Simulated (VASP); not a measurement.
# Ca (Pm-3m) in VASP: single point with revPBE

Aim: the single point of Ca with revPBE.

Everything below comes from runs of VASP 6.6.1. Logs are shortened: lines on timing, memory, paths and dates and some standing lists are left out, and cuts for length are marked.

**1. The cell of the first run**

It takes space group Pm-3m (No. 221, cubic). Conventional cell: a = 2.615 Å, b = 2.615 Å, c = 2.615 Å, α = 90.00°, β = 90.00°, γ = 90.00°. Ca (site symmetry m-3m) has 6 Ca at 2.62 Å within 3.4 Å.

**2. Single point, revPBE**

The input, INCAR:

```
SYSTEM = Ca
  PREC = Accurate
  ENCUT = 520
  EDIFF = 1E-6
  ISMEAR = 0
  SIGMA = 0.2
  LREAL = .False.
  LASPH = .True.
  NELM = 100
  ALGO = Normal
  ISIF = 2
  LWAVE = .False.
  LCHARG = .False.
  GGA = RE
  NBANDS = 11
```

The input, KPOINTS:

```
Automatic mesh
0
Gamma
  9 9 9
  0 0 0
```

The input, POSCAR:

```
Ca
1.0
    2.6150000000      0.0000000000      0.0000000000
    0.0000000000      2.6150000000      0.0000000000
    0.0000000000      0.0000000000      2.6150000000
Ca
1
Direct
    0.0000000000      0.0000000000      0.0000000000
```

Potentials or basis: VASP PAW PBE potentials, release 64 (Ca_sv).

Run with:

```bash
cat potpaw_PBE.64/Ca_sv/POTCAR > POTCAR
mpirun -np 1 vasp_std > vasp.out
```

OUTCAR:

```text
SYSTEM = Ca
   PREC = Accurate
   ENCUT = 520
   EDIFF = 1E-6
   ISMEAR = 0
   LREAL = .False.
   LASPH = .True.
   NELM = 100
   ISIF = 2
   GGA = RE

 ion  position               nearest neighbor table
   1  0.000  0.000  0.000-

  LATTYP: Found a simple cubic cell.
 ALAT       =     2.6150000000

  Lattice vectors:

 A1 = (   2.6150000000,   0.0000000000,   0.0000000000)
 A2 = (   0.0000000000,   2.6150000000,   0.0000000000)
 A3 = (   0.0000000000,   0.0000000000,   2.6150000000)

Analysis of symmetry for initial positions (statically):
=====================================================================
 Subroutine PRICEL returns:
 Original cell was already a primitive cell.

 Routine SETGRP: Setting up the symmetry group for a
 simple cubic supercell.

 Subroutine GETGRP returns: Found 48 space group operations
 (whereof 48 operations were pure point group operations)
 out of a pool of 48 trial point group operations.

The static configuration has the point symmetry O_h .

Analysis of symmetry for dynamics (positions and initial velocities):
=====================================================================
 Subroutine PRICEL returns:
 Original cell was already a primitive cell.

 Routine SETGRP: Setting up the symmetry group for a
 simple cubic supercell.

 Subroutine GETGRP returns: Found 48 space group operations
 (whereof 48 operations were pure point group operations)
 out of a pool of 48 trial point group operations.

The dynamic configuration has the point symmetry O_h .

 Subroutine INISYM returns: Found 48 space group operations
 (whereof 48 operations are pure point group operations),
 and found     1 'primitive' translations

----------------------------------------------------------------------------------------

                                     Primitive cell

  volume of cell :      17.8820

  direct lattice vectors                    reciprocal lattice vectors
     2.615000000  0.000000000  0.000000000     0.382409178  0.000000000  0.000000000
     0.000000000  2.615000000  0.000000000     0.000000000  0.382409178  0.000000000
     0.000000000  0.000000000  2.615000000     0.000000000  0.000000000  0.382409178

  length of vectors
     2.615000000  2.615000000  2.615000000     0.382409178  0.382409178  0.382409178

  position of ions in fractional coordinates (direct lattice)
     0.000000000  0.000000000  0.000000000

  ion indices of the primitive-cell ions
   primitive index   ion index
                 1           1

[... 77 lines left out ...]
   ISIF   =      2    stress and relaxation
   ISYM   =      2    0-nonsym 1-usesym 2-fastsym
   POTIM  = 0.5000    time-step for ionic-motion
   TEBEG  =    0.0;   TEEND  =   0.0 temperature during run
   PSTRESS=    0.0 pullay stress
   NELECT =      10.0000    total number of electrons
   NUPDOWN=      -1.0000    fix difference up-down
   EMIN   =  10.00;   EMAX   =-10.00  energy-range for DOS
   EFERMI =   0.00;   METHOD = LEGACY
   ISMEAR =     0;   SIGMA  =   0.20  broadening in eV -4-tet -1-fermi 0-gaus
   EFERMI_NEDOS =   21; number of points for ismear=-14 and -15
   IALGO  =     38    algorithm
   IMIX   =      4    mixing-type and parameters
     AMIX     =   0.40;   BMIX     =  1.00
     AMIX_MAG =   1.60;   BMIX_MAG =  1.00
  volume/ion in A,a.u.               =      17.88       120.67
  Fermi-wavevector in a.u.,A,eV,Ry     =   1.348766  2.548797 24.751291  1.819169
  Thomas-Fermi vector in A             =   2.476408
   LORBIT       =      0    0 simple, 1 ext, 2 COOP (PROOUT), +10 PAW based schemes
   GGA     = RE    functional components
   LHFCALC =     F    Hartree Fock is set to
   AEXX    =    0.0000 exact exchange contribution
   IVDW    =     0    specifies the selected vdW correction
   LEPSILON=     F    determine dielectric tensor
   LRPA    =     F    only Hartree local field effects (RPA)
 non-spin polarized calculation
 Gauss-broadening in eV      SIGMA  =   0.20
  energy-cutoff  :      520.00
  volume of cell :       17.88
 maximum number of plane-waves:       494
 NGX is ok and might be reduce to    20
   NGX =  9   NGY =  9   NGZ =  9

 number of electron      10.0000002 magnetization

 Free energy of the ion-electron system (eV)
  ---------------------------------------------------
  ext. energy  EPLUGINS =         0.00000000
  ---------------------------------------------------
  free energy    TOTEN  =         0.57431746 eV

  energy without entropy =        0.58248665  energy(sigma->0) =        0.57840206

 E-fermi :   6.6314     XC(G=0): -10.8650

 val. band max:        6.5965734527   @ k =   0.4444   0.1111   0.1111
 cond. band min:       6.6923347643   @ k =   0.0000   0.0000   0.0000
 fundamental gap:      0.0957613116
 Fermi energy:         6.6313672734

 k-point     1 :       0.0000    0.0000    0.0000
  band No.  band energies     occupation
      1     -35.0163      2.00000
      2     -14.6230      2.00000
      3     -14.6230      2.00000
      4     -14.6230      2.00000
      5       2.3926      2.00000
      6       6.6923      0.66639
      7       6.6923      0.66639
      8      14.4773      0.00000
      9      14.4773      0.00000
     10      14.4773      0.00000
     11      23.6494      0.00000
[... 309 lines left out ...]
 k-point    24 :       0.4444    0.3333    0.1111
  band No.  band energies     occupation
      1     -34.2329      2.00000
      2     -16.6090      2.00000
      3     -16.0554      2.00000
      4     -14.4912      2.00000
      5       4.8244      2.00000
      6       8.8372      0.00000
      7      10.2397      0.00000
      8      10.8989      0.00000
      9      13.1658      0.00000
     10      14.7627      0.00000
     11      18.1706      0.00000

 [... further k-points ...]

------------------------ aborting loop because EDIFF is reached ----------------------------------------

  FORCE on cell =-STRESS in cart. coord.  units (eV):
  Direction    XX          YY          ZZ          XY          YZ          ZX
  --------------------------------------------------------------------------------------
  -------------------------------------------------------------------------------------
  Total        5.1267252      5.1267252      5.1267252     -0.0000000     -0.0000000      0.0000000
  in kB      459.3413488    459.3413488    459.3413488     -0.0000000     -0.0000000      0.0000000
  external PRESSURE =     459.3413488 kB  Pullay stress =       0.0000000 kB

 VOLUME and BASIS-vectors are now :
 -----------------------------------------------------------------------------
  energy-cutoff  :      520.00
  volume of cell :       17.88
      direct lattice vectors                 reciprocal lattice vectors
     2.615000000  0.000000000  0.000000000     0.382409178  0.000000000  0.000000000
     0.000000000  2.615000000  0.000000000     0.000000000  0.382409178  0.000000000
     0.000000000  0.000000000  2.615000000     0.000000000  0.000000000  0.382409178

 POSITION                                       TOTAL-FORCE (eV/Angst)
 -----------------------------------------------------------------------------------
      0.00000      0.00000      0.00000         0.000000      0.000000      0.000000
 -----------------------------------------------------------------------------------
    total drift:                               -0.000000      0.000000      0.000000

  FREE ENERGIE OF THE ION-ELECTRON SYSTEM (eV)
  ---------------------------------------------------
  free  energy   TOTEN  =         0.5743174649 eV

  energy  without entropy=        0.5824866521  energy(sigma->0) =        0.57840206
```

OSZICAR:

```text
N       E                     dE             d eps       ncg     rms          rms(c)
DAV:   1     0.731200928234E+02    0.73120E+02   -0.56695E+03   778   0.952E+02
DAV:   2     0.177883703016E+01   -0.71341E+02   -0.70309E+02   833   0.240E+02
DAV:   3     0.520594983795E+00   -0.12582E+01   -0.12394E+01   962   0.308E+01
DAV:   4     0.490285596702E+00   -0.30309E-01   -0.30289E-01   926   0.432E+00
DAV:   5     0.489680571276E+00   -0.60503E-03   -0.60501E-03   935   0.513E-01    0.274E+00
DAV:   6     0.550257382555E+00    0.60577E-01   -0.24402E-02  1155   0.108E+00    0.145E+00
DAV:   7     0.575184433597E+00    0.24927E-01   -0.37408E-02  1172   0.125E+00    0.168E-01
DAV:   8     0.574303264857E+00   -0.88117E-03   -0.18869E-03  1120   0.468E-01    0.255E-02
DAV:   9     0.574314892497E+00    0.11628E-04   -0.62934E-05   894   0.775E-02    0.136E-02
DAV:  10     0.574317122405E+00    0.22299E-05   -0.39668E-06   942   0.201E-02    0.206E-03
DAV:  11     0.574317464902E+00    0.34250E-06   -0.99772E-07   857   0.687E-03
   1 F= 0.57431746E+00 E0= 0.57840206E+00  d E =-.816919E-02
```

stdout:

```text
POSCAR found type information on POSCAR Ca
 POSCAR found :  1 types and       1 ions
 scaLAPACK will be used
 -----------------------------------------------------------------------------
|                                                                             |
|                                                                             |
|     You enforced a specific xc type in the INCAR file but a different       |
|     I HOPE YOU KNOW WHAT YOU ARE DOING!                                     |
|                                                                             |
 -----------------------------------------------------------------------------

 LDA part: xc-table for (Slater+PW92), standard interpolation
 POSCAR, INCAR and KPOINTS ok, starting setup
 FFT: planning ... GRIDC
 FFT: planning ... GRID_SOFT
 FFT: planning ... GRID
 WAVECAR not read
 entering main loop
```

Run time: 10 s. Hardware: 1 thread of Intel Xeon 8259CL, shared host; peak memory 0.12 GiB.

Results:

- Free energy: 0.5743 eV
- Pressure: 45.9 GPa
- Band gap on the k mesh: zero (band 5 reaches 6.60 eV, above the bottom of band 6 at 6.28 eV)

Caveat: the PAW data sets were made with another functional, which shifts forces and pressure a little.
